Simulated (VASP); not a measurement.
Ba, 1 atom in the cell. It takes space group Im-3m (No. 229, cubic). Conventional cell: a = 4.785 Å, b = 4.785 Å, c = 4.785 Å, α = 90.00°, β = 90.00°, γ = 90.00°. Ba (site symmetry m-3m) has 14 Ba at 4.14 to 4.78 Å within 5.4 Å. 

| Quantity | Value |
| --- | --- |
| Program | VASP 6.6.1 |
| Task | relaxation of cell and atoms |
| Functional | LDA |
| Potentials or basis | VASP PAW LDA potentials, release 64 (Ba_sv) |
| Cutoff | 600 eV |
| k mesh | 11 × 11 × 11 |
| Occupations | fermi-dirac, width 0.1 eV |
| Spin | no spin polarisation |
| Target pressure | -0.15 GPa |
| Dipole correction | no |
| Further INCAR settings | ALGO = Normal; EDIFF = 1e-06; IBRION = 2; EDIFFG = -0.005; NSW = 32; ISIF = 3 |

Potentials or basis: VASP PAW LDA potentials, release 64 (Ba_sv).

Launch:

```bash
$ cat potpaw_LDA.64/Ba_sv/POTCAR > POTCAR
$ mpirun -np 1 vasp_std > vasp.out
```

Hardware: 1 thread of Intel(R) Xeon(R) Platinum 8488C (Sapphire Rapids), on a shared host.

Problem. How long does it take, and how much memory?

Solution. Wall time 39 s on 1 thread of Intel(R) Xeon(R) Platinum 8488C (Sapphire Rapids), with other jobs on the host, peak memory 0.19 GiB. Counts: scf iterations 22, k points 56, ion steps 3.
